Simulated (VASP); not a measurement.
**FeO: single point with LDA+U**

The system is FeO.

```
Fe O
1.0
     1.51768    0.87623    2.51579
    -1.51768    0.87623    2.51579
     0.00000   -1.75247    2.51579
Fe O
1 1
Direct
  0.00000 0.00000 0.00000
  0.50000 0.50000 0.50000
```

```json
{"Program": "VASP 6.6.1", "Task": "single point", "Functional": "LDA", "Potentials or basis": "VASP PAW LDA potentials, release 64 (Fe_sv, O)", "Cutoff": "600 eV", "k mesh": "11 × 11 × 11", "Occupations": "fermi-dirac, width 0.05 eV", "Spin": "collinear spin, ferromagnetic start", "Starting moments": "[3.0, 0.0] μB", "Hubbard terms": "Fe d U = 1.0 eV"}
```

```yaml
Pressure: -17.8 GPa
Band_gap_on_the_k_mesh: zero (filled and empty bands overlap)
Net_moment: 4.00 μB per cell
Site_moments: Fe +3.48; O +0.29 μB
Valence_electrons_inside_the_program's_atomic_spheres: Fe 13.61; O 4.96
```

Stress tensor (GPa, compression positive):
```
-17.47   0.00   0.00
  0.00 -17.47   0.00
  0.00   0.00 -18.53
```

Levels at points of the mesh, in eV from the Fermi level:
Spin up:
```
           k point  band 11  band 12  band 13  band 14  band 15  band 16
(0.00, 0.00, 0.00)    -3.96    -3.87    -3.87     0.01    15.03    16.39
```
Spin down:
| k point | band 6 | band 7 | band 8 | band 9 | band 10 | band 11 | band 12 | band 13 |
| --- | --- | --- | --- | --- | --- | --- | --- | --- |
| (0.00, 0.00, 0.00) | -3.40 | -3.30 | -3.30 | -0.81 | -0.72 | -0.72 | 0.16 | 0.16 |

Eigenvalues of the final occupation matrices:
```
    site  spin  trace               eigenvalues
site 1 d     1   4.50  0.89 0.89 0.89 0.92 0.92
site 1 d     2   1.04  0.10 0.10 0.27 0.28 0.28
```

Run time: 74 s on 1 thread of Intel(R) Xeon(R) Platinum 8488C (Sapphire Rapids), with other jobs on the host, peak memory 0.22 GiB.

Caveat: the cell stands under tension; a cell with one magnetic atom can't hold antiferromagnetic order, which such compounds often take. The state reached can hang on the start; a lower one may exist.
